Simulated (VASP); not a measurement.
# Ag16Br in VASP: notebook, part 2 of 2

VASP 6.6.1.

## Step 3: Single point, PBEsol

INCAR

```
ALGO = Normal
EDIFF = 1E-7
ENCUT = 520
GGA = PS
ISIF = 2
ISMEAR = 0
LASPH = T
LCHARG = T
LELF = T
LREAL = Auto
LVHAR = T
LWAVE = F
NBANDS = 106
NELM = 80
PREC = Accurate
SIGMA = 0.1
```

KPOINTS

```
k-points
0
Gamma
  2 3 1
```

POSCAR

```
Ag16Br
1.0
    8.1800000000      0.0000000000      0.0000000000
    0.0000000000      5.7841330000      0.0000000000
    0.0000000000      0.0000000000     16.3381000000
Ag Br
16 1
Direct
    0.2500000000      0.2499999568      0.0612066275
    0.7500000000      0.2499999568      0.0612066275
    0.2500000000      0.7500000432      0.0612066275
    0.7500000000      0.7500000432      0.0612066275
    0.0025202934      0.0003009958      0.1382769110
    0.4974809291      0.0003011687      0.1382771559
    0.0014511002      0.5010460513      0.1399461382
    0.4985500000      0.5010462242      0.1399464442
    0.2500025672      0.2558367866      0.2374527026
    0.7500015892      0.2462981055      0.2301578519
    0.2500018337      0.7434241225      0.2362137580
    0.7500022005      0.7549527302      0.2293333374
   -0.0002931540     -0.0010613518      0.3089630985
    0.5002977995     -0.0010634264      0.3089631597
   -0.0059959658      0.4985715232      0.3142611442
    0.5060001222      0.4985701401      0.3142612666
    0.7499992665      0.5780653730      0.4186969109
```

Potentials or basis: VASP PAW PBE potentials, release 64 (Ag, Br).

Run with:

```console
$ cat potpaw_PBE.64/Ag/POTCAR potpaw_PBE.64/Br/POTCAR > POTCAR
$ mpirun -np 1 vasp_std > vasp.out
```

Wall time 24 min (1 thread of Intel Xeon 8259CL, shared host); peak memory 0.85 GiB.

Results (log left out):

- Free energy: -48.9003 eV
- Largest force: 0.117 eV/Å
- Band gap on the k mesh: zero (an odd number of electrons rules out a gap without spin polarisation)

Forces in eV/Å, atoms in the order of the input:
```
Ag   0.000  0.091  0.070
Ag   0.000  0.101 -0.059
Ag   0.000 -0.087  0.068
Ag   0.000 -0.094 -0.048
Ag  -0.006  0.000  0.003
Ag   0.006  0.000  0.003
Ag  -0.002  0.001  0.002
Ag   0.002  0.001  0.002
Ag   0.000  0.002  0.000
Ag   0.000  0.000 -0.001
Ag   0.000 -0.001 -0.002
Ag   0.000 -0.001 -0.004
Ag   0.001  0.002 -0.010
Ag  -0.001  0.002 -0.010
Ag   0.001 -0.004 -0.007
Ag  -0.001 -0.004 -0.007
Br   0.000 -0.009 -0.002
```

Levels at points of the mesh, in eV from the Fermi level:
```csv
k point,band 88,band 89,band 90,band 91,band 92,band 93,band 94,band 95,band 96,band 97
"(0.00, 0.00, 0.00)",-2.13,-0.75,-0.61,-0.21,-0.14,0.15,0.70,0.89,1.35,1.55
"(0.50, 0.00, 0.00)",-1.65,-0.04,0.00,0.15,0.15,0.19,0.26,0.49,0.83,2.18
```

Caveat: the k points lie up to 0.38 Å⁻¹ apart, too coarse for converged energies and pressures of a metal; there is no dipole correction, which matters where the two faces differ; the PAW data sets were made with another functional, which shifts forces and pressure a little; an odd number of electrons without spin polarisation forces a metal; a magnetic or distorted state may lie lower.

## Step 4: Single point, PBEsol

INCAR

```
SYSTEM = Ag16Br
PREC = Accurate
ENCUT = 520
EDIFF = 1E-6
ISMEAR = 0
SIGMA = 0.1
LREAL = Auto
LASPH = .TRUE.
NELM = 80
ALGO = Normal
ISIF = 2
LWAVE = .FALSE.
LCHARG = .TRUE.
GGA = PS
LELF = .TRUE.
LVHAR = .TRUE.
NBANDS = 106
```

KPOINTS

```
regular mesh
0
G
  2 3 1
  0 0 0
```

POSCAR

```
Ag16Br
1.0
    8.1800000000      0.0000000000      0.0000000000
    0.0000000000      5.7841330000      0.0000000000
    0.0000000000      0.0000000000     16.3381000000
Ag Br
16 1
Direct
    0.2500000000      0.2499999568      0.0612066275
    0.7500000000      0.2499999568      0.0612066275
    0.2500000000      0.7500000432      0.0612066275
    0.7500000000      0.7500000432      0.0612066275
    0.0032042787      0.0004949748      0.1389021367
    0.4967971883      0.0004951477      0.1389037281
    0.0026127139      0.5015904717      0.1397857768
    0.4973880196      0.5015908175      0.1397863277
    0.2500031785      0.2533090093      0.2390202655
    0.7500008557      0.2483393795      0.2299203702
    0.2500008557      0.7460909007      0.2365046119
    0.7500030562      0.7543477994      0.2277205428
   -0.0026036675     -0.0010547821      0.3103387787
    0.5026094132     -0.0010625620      0.3103401864
   -0.0052913203      0.4984278543      0.3136102117
    0.5052918093      0.4984212846      0.3136102729
    0.7499859413      0.6608731162      0.4123325846
```

Potentials or basis: VASP PAW PBE potentials, release 64 (Ag, Br).

Run with:

```console
$ cat potpaw_PBE.64/Ag/POTCAR potpaw_PBE.64/Br/POTCAR > POTCAR
$ mpirun -np 1 vasp_std > vasp.out
```

OUTCAR:

```text
SYSTEM = Ag16Br
   PREC = Accurate
   ENCUT = 520
   EDIFF = 1E-6
   ISMEAR = 0
   LREAL = Auto
   LASPH = .TRUE.
   NELM = 80
   ISIF = 2
   GGA = PS

 ion  position               nearest neighbor table
   1  0.250  0.250  0.061-   5 2.79   6 2.79   7 2.80   8 2.80   3 2.89   3 2.89   9 2.91
   2  0.750  0.250  0.061-  10 2.76   5 2.83   6 2.83   7 2.83   8 2.83   4 2.89   4 2.89
   3  0.250  0.750  0.061-   5 2.79   6 2.79   7 2.79   8 2.79  11 2.86   1 2.89   1 2.89
   4  0.750  0.750  0.061-  12 2.72   8 2.83   7 2.83   5 2.83   6 2.83   2 2.89   2 2.89
   5  0.003  0.000  0.139-   1 2.79   3 2.79  13 2.80   2 2.83   4 2.83   7 2.89   7 2.90  12 2.90
[... 657 lines left out ...]
  in kB      -14.7642124    -17.6139385     -0.7568335     -0.0011093     -0.1794427      0.0005265
  external PRESSURE =     -11.0449948 kB  Pullay stress =       0.0000000 kB

 VOLUME and BASIS-vectors are now :
 -----------------------------------------------------------------------------
  energy-cutoff  :      520.00
  volume of cell :      773.02
      direct lattice vectors                 reciprocal lattice vectors
     8.180000000  0.000000000  0.000000000     0.122249389  0.000000000  0.000000000
     0.000000000  5.784133000  0.000000000     0.000000000  0.172886758  0.000000000
     0.000000000  0.000000000 16.338100000     0.000000000  0.000000000  0.061206627

 POSITION                                       TOTAL-FORCE (eV/Angst)
 -----------------------------------------------------------------------------------
      2.04500      1.44603      1.00000         0.000095      0.063030      0.072037
      6.13500      1.44603      1.00000         0.000055      0.059839     -0.047769
      2.04500      4.33810      1.00000         0.000104     -0.054383      0.064892
      6.13500      4.33810      1.00000         0.000062     -0.049814     -0.055981
      0.02621      0.00286      2.26940        -0.007599      0.000320      0.002177
      4.06380      0.00286      2.26942         0.007739      0.000311      0.002169
[... 9 lines left out ...]
      4.13329      2.88294      5.12380        -0.007157     -0.007848     -0.008823
      6.13488      3.82258      6.73673        -0.000608     -0.007153     -0.002410
 -----------------------------------------------------------------------------------
    total drift:                               -0.001189     -0.000764     -0.009332

  FREE ENERGIE OF THE ION-ELECTRON SYSTEM (eV)
  ---------------------------------------------------
  free  energy   TOTEN  =       -48.8979364415 eV

  energy  without entropy=      -48.8439527430  energy(sigma->0) =      -48.87094459
```

It took 20 min on 1 thread of Intel Xeon 8259CL, shared host; peak memory 0.84 GiB.

Results:

```yaml
Free_energy: -48.8979 eV
Largest_force: 0.096 eV/Å
Band_gap_on_the_k_mesh: zero (an odd number of electrons rules out a gap without spin polarisation)
```

Forces on the atoms (eV/Å):
```
Ag   0.000  0.063  0.072
Ag   0.000  0.060 -0.048
Ag   0.000 -0.054  0.065
Ag   0.000 -0.050 -0.056
Ag  -0.008  0.000  0.002
Ag   0.008  0.000  0.002
Ag  -0.005  0.002  0.003
Ag   0.005  0.002  0.003
Ag   0.000  0.003  0.002
Ag   0.000  0.000 -0.002
Ag   0.000 -0.002  0.000
Ag   0.000 -0.002 -0.002
Ag   0.002  0.001 -0.010
Ag  -0.002  0.001 -0.011
Ag   0.007 -0.008 -0.009
Ag  -0.007 -0.008 -0.009
Br  -0.001 -0.007 -0.002
```

Caveat: the k points lie up to 0.38 Å⁻¹ apart, too coarse for converged energies and pressures of a metal; there is no dipole correction, which matters where the two faces differ; the PAW data sets were made with another functional, which shifts forces and pressure a little; an odd number of electrons without spin polarisation forces a metal; a magnetic or distorted state may lie lower.

## Step 5: The runs side by side

```csv
cell,gap on the mesh (eV),largest force (eV/Å)
"as given, atomic positions A",none,0.11
"as given, atomic positions B",none,0.12
"as given, atomic positions C",none,0.10
```

Alike in all rows: task single point; level PBEsol; potentials or basis VASP PAW PBE potentials, release 64 (Ag, Br); no spin polarisation; k mesh 2 × 3 × 1; cutoff (eV) 520; smearing gaussian 0.1 eV.

Caveats: all runs use coarse meshes; there is no dipole correction, which matters where the two faces differ; the PAW data sets were made with another functional, which shifts forces and pressure a little; an odd number of electrons without spin polarisation forces a metal; a magnetic or distorted state may lie lower.

Absolute energies hang on the potentials; compare differences alone.
